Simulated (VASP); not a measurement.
CdSiP2:

```
Cd P Si
1.0
    -2.84685    2.84685    5.24208
     2.84685   -2.84685    5.24208
     2.84685    2.84685   -5.24208
Cd P Si
2 4 2
Direct
  0.00000 0.00000 0.00000
  0.75000 0.25000 0.50000
  0.37500 0.42116 0.54616
  0.17116 0.62500 0.04616
  0.87500 0.82884 0.45384
  0.57884 0.12500 0.95384
  0.50000 0.50000 0.00000
  0.25000 0.75000 0.50000
```

Base run:

```yaml
Program: VASP 6.6.1
Functional: PBE
Potentials_or_basis: VASP PAW PBE potentials, release 64 (Cd, P, Si)
Cutoff: 500 eV
k_mesh: 6 × 6 × 6
Occupations: fermi-dirac, width 0.02 eV
Spin: no spin polarisation
```

Its results: band gap on the k mesh 1.37 eV; pressure 1.7 GPa; largest force 0.020 eV/Å.

Question: The run is repeated on the same cell with these changes: functional from PBE to r2SCAN; cutoff from 500 eV to 550 eV. What comes out?

Answer: Band gap on the k mesh 1.61 eV; pressure -0.1 GPa; largest force 0.057 eV/Å.

Caveats: the PAW data sets were made with another functional, which shifts forces and pressure a little (at least some runs).

A k mesh can miss the band edges.
